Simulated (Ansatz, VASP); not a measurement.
# Two plane-wave programs on K

```
CELL_PARAMETERS angstrom
0.00000 3.37034 3.37034
3.37034 0.00000 3.37034
3.37034 3.37034 0.00000
ATOMIC_POSITIONS crystal
K 0.00000 0.00000 0.00000
```

Alike in both runs: functional r2SCAN; k mesh 8 × 8 × 8; occupations fermi-dirac, width 0.1 eV; no spin polarisation.

Ansatz relaxed the structure, and its values are those at the end. VASP's run is a single point on that final structure, the one shown.

|  | VASP | Ansatz |
| --- | --- | --- |
| version | VASP 6.6.1 | Ansatz 0.2.0 |
| potentials or method | VASP PAW PBE potentials, release 64 (K_sv), cutoff 520 eV | plane waves (500 eV) with PAW, scalar-relativistic |
| valence electrons in the cell | 9 | 9 |

|  | VASP | Ansatz | Ansatz less VASP |
| --- | --- | --- | --- |
| pressure (GPa) | 0.0 | 0.0 | +0.02 |

VASP's potentials were made for PBE, not for r2SCAN. With one functional, cell and mesh, what is left measures potentials, basis and numerics.
